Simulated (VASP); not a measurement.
A run of VASP 6.6.1 is set up as follows.

The input INCAR:

```
PREC = Accurate ; ENCUT = 520
EDIFF = 1E-7 ; ISMEAR = 0
SIGMA = 0.01 ; LREAL = False
LASPH = True ; NELM = 80
ALGO = Normal ; ISIF = 2
LWAVE = False ; LCHARG = False
NBANDS = 11
```

KPOINTS

```
regular mesh
0
Gamma
  8 8 8
```

The input POSCAR:

```
BP
1.0
    2.2678361615      2.2678361615      0.0000000000
   -2.2678361615      2.2678361615      0.0000000000
    0.0000000000      2.2678361615      2.2346449287
B P
1 1
Direct
    0.0000000000      0.0000000000      0.0000000000
    0.7500000000      0.2500000000      0.5000000000
```

Potentials or basis: VASP PAW LDA potentials, release 64 (B, P).

Launch:

```bash
$ cat potpaw_LDA.64/B/POTCAR potpaw_LDA.64/P/POTCAR > POTCAR
$ mpirun -np 1 vasp_std > vasp.out
```

(1) Predict the pressure.

(2) What does it give for the band gap on the k mesh?

Answers

(1) -2.7 GPa.

(2) 0.98 eV, indirect (least direct gap 3.25 eV).

Caveat: the cell differs from its parent crystal (film at in-plane strain +0.01).
